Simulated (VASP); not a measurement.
A run of VASP 6.6.1:

File POSCAR:

```
PbS
1.0
    3.9785589145      0.0000000000      0.0000000000
   -1.9892794573      3.4455330904      0.0000000000
    0.0000000000      0.0000000000      3.7610711792
Pb S
1 1
Direct
    0.0000000000      0.0000000000      0.0000000000
    0.6666666667      0.3333333333      0.5000000000
```

The input INCAR.step1:

```
SYSTEM = PbS
PREC     = Accurate       ! precision mode
ENCUT    = 520            ! plane-wave cutoff, eV
ISMEAR   = 0              ! smearing method
SIGMA    = 0.05           ! smearing width, eV
LREAL    = .False.        ! projectors in reciprocal space
LASPH    = .True.         ! aspherical terms in the spheres
NELM     = 100            ! most SCF steps
NBANDS   = 17             ! bands
GGA      = PE             ! functional
ALGO     = Normal         ! electronic algorithm
EDIFF    = 1E-4           ! SCF threshold, eV
LWAVE    = .True.         ! write WAVECAR
LCHARG   = .False.        ! write CHGCAR
```

INCAR.step2

```
SYSTEM = PbS
PREC     = Accurate       ! precision mode
ENCUT    = 520            ! plane-wave cutoff, eV
EDIFF    = 1E-6           ! SCF threshold, eV
ISMEAR   = 0              ! smearing method
SIGMA    = 0.05           ! smearing width, eV
LREAL    = .False.        ! projectors in reciprocal space
LASPH    = .True.         ! aspherical terms in the spheres
NELM     = 100            ! most SCF steps
ALGO     = Normal         ! electronic algorithm
ISIF     = 2              ! what is computed and relaxed
LWAVE    = .False.        ! write WAVECAR
LCHARG   = .True.         ! write CHGCAR
METAGGA  = R2SCAN         ! meta-GGA
LMIXTAU  = .True.       
LELF     = .True.         ! ELF
LVHAR    = .True.       
NBANDS   = 17             ! bands
ISTART   = 1
```

Contents of KPOINTS:

```
Automatic mesh
0
Gamma
  10 10 10
  0 0 0
```

Potentials or basis: VASP PAW PBE potentials, release 64 (Pb_d, S).

The run is started by

```console
$ cat potpaw_PBE.64/Pb_d/POTCAR potpaw_PBE.64/S/POTCAR > POTCAR
$ cp INCAR.step1 INCAR
$ mpirun -np 1 vasp_std > vasp.out
$ cp INCAR.step2 INCAR
$ mpirun -np 1 vasp_std > vasp.out
```

Hardware: 1 thread of AMD EPYC 9R45 96-Core Processor (Zen 5), on a shared host.

Question: How long does it take, and how much memory?

Answer: Run time: 2.9 min on 1 thread of AMD EPYC 9R45 96-Core Processor (Zen 5) (shared host), peak memory 0.19 GiB. Counts: k points 84.
